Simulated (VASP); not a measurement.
# Ti12HO: single point with PBE+D3(BJ)

The system is Ti12HO, a slab with vacuum.

```xyz
14
Lattice="5.9000 0.0000 0.0000 2.9500 5.1095 0.0000 0.0000 0.0000 19.6846" Properties=species:S:1:pos:R:3 pbc="T T T"
Ti    0.0000    0.0000    1.0000
Ti    2.9500    0.0000    1.0000
Ti    1.4750    2.5548    1.0000
Ti    4.4250    2.5548    1.0000
Ti    0.0016    1.7023    3.3340
Ti    2.9491    1.6991    3.3258
Ti    1.4728    4.2593    3.3247
Ti    4.4269    4.2604    3.3268
Ti   -0.0013   -0.0013    5.6527
Ti    2.9518   -0.0010    5.5895
Ti    1.4770    2.5583    5.6427
Ti    4.4223    2.5571    5.6423
O     5.8780    1.4783    7.9617
H     6.3172    2.3407    7.7847
```

```json
{"Program": "VASP 6.6.1", "Task": "single point", "Functional": "PBE", "Dispersion": "D3(BJ)", "Potentials or basis": "VASP PAW PBE potentials, release 64 (Ti_sv, O, H)", "Cutoff": "520 eV", "k mesh": "3 × 3 × 1", "Occupations": "fermi-dirac, width 0.1 eV", "Spin": "no spin polarisation", "Dipole correction": "no", "Further INCAR settings": "ALGO = Normal; EDIFF = 1e-06; NBANDS = 88"}
```

- Largest force: 2.826 eV/Å
- Band gap on the k mesh: zero (an odd number of electrons rules out a gap without spin polarisation)
- Dispersion energy per atom: -0.351 eV

Forces in eV/Å, atoms in the order of the input:
```
Ti  -0.005  0.001  0.530
Ti  -0.001 -0.009  0.461
Ti  -0.001  0.007  0.516
Ti  -0.002  0.002  0.525
Ti   0.018 -0.031  0.030
Ti  -0.018  0.057 -0.105
Ti   0.040 -0.028 -0.190
Ti  -0.029  0.003 -0.182
Ti  -0.039  0.343  0.985
Ti   0.007 -0.205 -0.485
Ti   0.027  0.000 -0.271
Ti   0.127 -0.072  0.372
O   -0.081 -0.338 -2.804
H   -0.043  0.269  0.617
```

Levels at points of the mesh, in eV from the Fermi level:
| k point | band 71 | band 72 | band 73 | band 74 | band 75 | band 76 | band 77 | band 78 | band 79 | band 80 |
| --- | --- | --- | --- | --- | --- | --- | --- | --- | --- | --- |
| (0.00, 0.00, 0.00) | -0.04 | -0.03 | 0.01 | 0.04 | 0.24 | 0.65 | 0.69 | 0.70 | 0.70 | 0.73 |

It took 21 min on 1 thread of Intel(R) Xeon(R) Platinum 8259CL CPU @ 2.50GHz (Skylake/Cascade Lake), on a shared host, peak memory 0.78 GiB.

Caveat: the k points lie up to 0.41 Å⁻¹ apart, too coarse for converged energies and pressures of a metal; an odd number of electrons without spin polarisation forces a metal; a magnetic or distorted state may lie lower.
